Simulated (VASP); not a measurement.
# Ho2O (Fmmm) in VASP: notebook, part 2 of 2

VASP 6.6.1. Earlier steps stand in the parts before.

## 3. Single point, PBE

This run uses another cell than the first one, of 20.71 Å³/atom.

The input, INCAR:

```
PREC = Accurate
ENCUT = 600
EDIFF = 1E-6
ISMEAR = 0
SIGMA = 0.2
LREAL = False
LASPH = True
NELM = 200
ALGO = Normal
ISIF = 2
LWAVE = False
LCHARG = True
GGA = PE
LELF = True
LVHAR = True
NBANDS = 19
GGA_COMPAT = False
LMAXMIX = 6
```

The input, KPOINTS:

```
Automatic mesh
0
Gamma
  7 7 7
```

The input, POSCAR:

```
Ho2O
1.0
    0.0000000000      2.9852970214      6.2018361468
    1.6776038698      0.0000000000      6.2018361468
    1.6776038698      2.9852970214      0.0000000000
Ho O
2 1
Direct
    0.3682555476      0.3682555476      0.6317444524
    0.6317444524      0.6317444524      0.3682555476
    0.0000000000      0.0000000000      0.0000000000
```

Potentials or basis: VASP PAW PBE potentials, release 64 (Ho_3, O), 4f in core.

Run with:

```
$ cat potpaw_PBE.64/Ho_3/POTCAR potpaw_PBE.64/O/POTCAR > POTCAR
$ mpirun -np 1 vasp_std > vasp.out
```

OUTCAR:

```text
PREC = Accurate
   ENCUT = 600
   EDIFF = 1E-6
   ISMEAR = 0
   LREAL = False
   LASPH = True
   NELM = 200
   ISIF = 2
   GGA = PE

 ion  position               nearest neighbor table
   1  0.368  0.368  0.632-   3 2.34   3 2.34   2 3.27   2 3.38   2 3.38
   2  0.632  0.632  0.368-   3 2.34   3 2.34   1 3.27   1 3.38   1 3.38
   3  0.000  0.000  0.000-   2 2.34   2 2.34   1 2.34   1 2.34

  LATTYP: Found a face centered orthorhombic cell.
 ALAT       =     3.3552077396
 B/A-ratio  =     1.7795005574
 C/A-ratio  =     3.6968418221

  Lattice vectors:

 A1 = (   0.0000000000,   2.9852970214,   6.2018361468)
 A2 = (   1.6776038698,   0.0000000000,   6.2018361468)
 A3 = (   1.6776038698,   2.9852970214,   0.0000000000)

Analysis of symmetry for initial positions (statically):
=====================================================================
 Subroutine PRICEL returns:
 Original cell was already a primitive cell.

 Routine SETGRP: Setting up the symmetry group for a
 face centered orthorhombic supercell.

 Subroutine GETGRP returns: Found  8 space group operations
 (whereof  8 operations were pure point group operations)
 out of a pool of  8 trial point group operations.

The static configuration has the point symmetry D_2h.

Analysis of symmetry for dynamics (positions and initial velocities):
=====================================================================
 Subroutine PRICEL returns:
 Original cell was already a primitive cell.

 Routine SETGRP: Setting up the symmetry group for a
 face centered orthorhombic supercell.

 Subroutine GETGRP returns: Found  8 space group operations
 (whereof  8 operations were pure point group operations)
 out of a pool of  8 trial point group operations.

The dynamic configuration has the point symmetry D_2h.

 Subroutine INISYM returns: Found  8 space group operations
 (whereof  8 operations are pure point group operations),
 and found     1 'primitive' translations

----------------------------------------------------------------------------------------

                                     Primitive cell

  volume of cell :      62.1194

  direct lattice vectors                    reciprocal lattice vectors
     0.000000000  2.985297021  6.201836147    -0.298044138  0.167487522  0.080621285
     1.677603870  0.000000000  6.201836147     0.298044138 -0.167487522  0.080621285
     1.677603870  2.985297021  0.000000000     0.298044138  0.167487522 -0.080621285

  length of vectors
     6.882933234  6.424727725  3.424376301     0.351257982  0.351257982  0.351257982

  position of ions in fractional coordinates (direct lattice)
     0.368255548  0.368255548  0.631744452
     0.631744452  0.631744452  0.368255548
     0.000000000  0.000000000  0.000000000

  ion indices of the primitive-cell ions
   primitive index   ion index
                 1           1
                 2           2
                 3           3

----------------------------------------------------------------------------------------

 KPOINTS: Automatic mesh

Automatic generation of k-mesh.
 Grid dimensions read from file:
 generate k-points for:    7    7    7

 Generating k-lattice:

  Cartesian coordinates                     Fractional coordinates (reciprocal lattice)
    -0.042577734  0.023926789  0.011517326     0.142857143 -0.000000000  0.000000000
     0.042577734 -0.023926789  0.011517326    -0.000000000  0.142857143  0.000000000
     0.042577734  0.023926789 -0.011517326     0.000000000  0.000000000  0.142857143

  Length of vectors
     0.050179712  0.050179712  0.050179712

  Shift w.r.t. Gamma in fractional coordinates (k-lattice)
     0.000000000  0.000000000  0.000000000

 Subroutine IBZKPT returns following result:
 ===========================================

 Found     64 irreducible k-points:

 Following reciprocal coordinates:
            Coordinates               Weight
  0.000000  0.000000  0.000000      1.000000
  0.142857  0.000000 -0.000000      8.000000
  0.285714  0.000000  0.000000      8.000000
  0.428571  0.000000 -0.000000      8.000000
  0.142857  0.142857  0.000000      2.000000
  0.285714  0.142857 -0.000000      8.000000
[... 16 lines left out ...]
  0.000000  0.142857  0.142857      2.000000
  0.285714  0.142857  0.142857      4.000000
 [... further k-points ...]
   k-points           NKPTS =     64   k-points in BZ     NKDIM =     64   number of bands    NBANDS=     19
   number of dos      NEDOS =    301   number of ions     NIONS =      3
   total plane-waves  NPLWV =  84672
   dimension x,y,z NGX =    56 NGY =   54 NGZ =   28
   dimension x,y,z NGXF=   112 NGYF=  108 NGZF=   56
   ions per type =               2   1
   NGX,Y,Z   is equivalent  to a cutoff of  13.53, 13.97, 13.59 a.u.
   NGXF,Y,Z  is equivalent  to a cutoff of  27.05, 27.95, 27.19 a.u.
 SYSTEM =  unknown system
   PREC   = accura    normal or accurate (medium, high low for compatibility)
   ISTART =      0    job   : 0-new  1-cont  2-samecut
   ICHARG =      2    charge: 1-file 2-atom 10-const
   ISPIN  =      1    spin polarized calculation?
   LNONCOLLINEAR =      F non collinear calculations
   LSORBIT =      F    spin-orbit coupling
   LASPH  =      T    aspherical Exc in radial PAW
   ENCUT  =  600.0 eV  44.10 Ry    6.64 a.u.  13.75 12.83  6.84*2*pi/ulx,y,z
   NELM   =    200;   NELMIN=  2; NELMDL= -5     # of ELM steps
   EDIFF  = 0.1E-05   stopping-criterion for ELM
   LREAL  =      F    real-space projection
[... 7 lines left out ...]
   TEBEG  =    0.0;   TEEND  =   0.0 temperature during run
   PSTRESS=    0.0 pullay stress
   NELECT =      24.0000    total number of electrons
   NUPDOWN=      -1.0000    fix difference up-down
   EMIN   =  10.00;   EMAX   =-10.00  energy-range for DOS
   EFERMI =   0.00;   METHOD = LEGACY
   ISMEAR =     0;   SIGMA  =   0.20  broadening in eV -4-tet -1-fermi 0-gaus
   EFERMI_NEDOS =   21; number of points for ismear=-14 and -15
   IALGO  =     38    algorithm
   IMIX   =      4    mixing-type and parameters
     AMIX     =   0.40;   BMIX     =  1.00
     AMIX_MAG =   1.60;   BMIX_MAG =  1.00
  volume/ion in A,a.u.               =      20.71       139.73
  Fermi-wavevector in a.u.,A,eV,Ry     =   1.192347  2.253210 19.343300  1.421692
  Thomas-Fermi vector in A             =   2.328388
   LORBIT       =      0    0 simple, 1 ext, 2 COOP (PROOUT), +10 PAW based schemes
   GGA     = PE    functional components
   LHFCALC =     F    Hartree Fock is set to
   AEXX    =    0.0000 exact exchange contribution
   IVDW    =     0    specifies the selected vdW correction
   LEPSILON=     F    determine dielectric tensor
   LRPA    =     F    only Hartree local field effects (RPA)
 non-spin polarized calculation
 Gauss-broadening in eV      SIGMA  =   0.20
  energy-cutoff  :      600.00
  volume of cell :       62.12
 maximum number of plane-waves:      2089
   NGX = 27   NGY = 25   NGZ = 13

 number of electron      23.9999999 magnetization

 Free energy of the ion-electron system (eV)
  ---------------------------------------------------
  ext. energy  EPLUGINS =         0.00000000
  ---------------------------------------------------
  free energy    TOTEN  =       -18.68104215 eV

  energy without entropy =      -18.65596873  energy(sigma->0) =      -18.66850544

 E-fermi :   4.2717     XC(G=0): -10.4567

 val. band max:        4.2215269938   @ k =  -0.2857   0.1429   0.4286
 cond. band min:       4.3038450783   @ k =   0.1429   0.1429   0.0000
 fundamental gap:      0.0823180845
 Fermi energy:         4.2716801248

 k-point     1 :       0.0000    0.0000    0.0000
  band No.  band energies     occupation
      1     -20.8016      2.00000
      2     -19.7987      2.00000
      3     -19.7814      2.00000
      4     -19.7220      2.00000
      5     -19.6604      2.00000
      6     -19.6469      2.00000
[... 11 lines left out ...]
     18       7.8727      0.00000
     19       8.0883      0.00000

 k-point     2 :       0.1429    0.0000   -0.0000
  band No.  band energies     occupation
      1     -20.7177      2.00000
      2     -19.8989      2.00000
      3     -19.8558      2.00000
      4     -19.7863      2.00000
      5     -19.7728      2.00000
      6     -19.7158      2.00000
[... 476 lines left out ...]
 k-point    24 :       0.2857    0.1429    0.1429
  band No.  band energies     occupation
      1     -20.7315      2.00000
      2     -19.9159      2.00000
      3     -19.8519      2.00000
      4     -19.8287      2.00000
      5     -19.7118      2.00000
      6     -19.6488      2.00000
[... 11 lines left out ...]
     18       7.1905      0.00000
     19       8.0586      0.00000

 [... further k-points ...]

------------------------ aborting loop because EDIFF is reached ----------------------------------------

  FORCE on cell =-STRESS in cart. coord.  units (eV):
  Direction    XX          YY          ZZ          XY          YZ          ZX
  --------------------------------------------------------------------------------------
  -------------------------------------------------------------------------------------
  Total        0.4329591      0.4629798      0.3763000      0.0000000      0.0000000      0.0000000
  in kB       11.1668386     11.9411293      9.7054916      0.0000000      0.0000000      0.0000000
  external PRESSURE =      10.9378198 kB  Pullay stress =       0.0000000 kB

 VOLUME and BASIS-vectors are now :
 -----------------------------------------------------------------------------
  energy-cutoff  :      600.00
  volume of cell :       62.12
      direct lattice vectors                 reciprocal lattice vectors
     0.000000000  2.985297021  6.201836147    -0.298044138  0.167487522  0.080621285
     1.677603870  0.000000000  6.201836147     0.298044138 -0.167487522  0.080621285
     1.677603870  2.985297021  0.000000000     0.298044138  0.167487522 -0.080621285

 POSITION                                       TOTAL-FORCE (eV/Angst)
 -----------------------------------------------------------------------------------
      1.67760      2.98530      4.56772         0.000000      0.000000     -0.058885
      1.67760      2.98530      7.83595         0.000000      0.000000      0.058885
      0.00000      0.00000      0.00000         0.000000      0.000000     -0.000000
 -----------------------------------------------------------------------------------
    total drift:                                0.000000      0.000000      0.000000

  FREE ENERGIE OF THE ION-ELECTRON SYSTEM (eV)
  ---------------------------------------------------
  free  energy   TOTEN  =       -18.6810421474 eV

  energy  without entropy=      -18.6559687347  energy(sigma->0) =      -18.66850544
```

stdout:

```text
POSCAR found type information on POSCAR HoO
 POSCAR found :  2 types and       3 ions
 scaLAPACK will be used
 LDA part: xc-table for (Slater+PW92), standard interpolation
 POSCAR, INCAR and KPOINTS ok, starting setup
 FFT: planning ... GRIDC
 FFT: planning ... GRID_SOFT
 FFT: planning ... GRID
 WAVECAR not read
 entering main loop
```

Wall time 3.1 min (1 thread of Intel Xeon 6975P-C (Granite Rapids), shared host); peak memory 0.32 GiB.

What came out:

- Free energy: -18.6810 eV
- Pressure: 1.1 GPa
- Largest force: 0.059 eV/Å
- Band gap on the k mesh: zero (bands 12 and 13 overlap by 0.44 eV)

Forces in eV/Å, atoms in the order of the input:
```
Ho   0.000  0.000 -0.059
Ho   0.000  0.000  0.059
O    0.000  0.000  0.000
```

Caveat: spin-orbit coupling is left out, which moves the levels of the heavy elements; the 4f electrons are frozen in the core, so they carry no moment and show no levels; the run has no spin polarisation, though such a crystal can be magnetic. Spin polarisation is off, so any magnetic state and its effect on volume and gap are missing.

The gap in the log of VASP goes by the Fermi energy; the results here count the filled bands.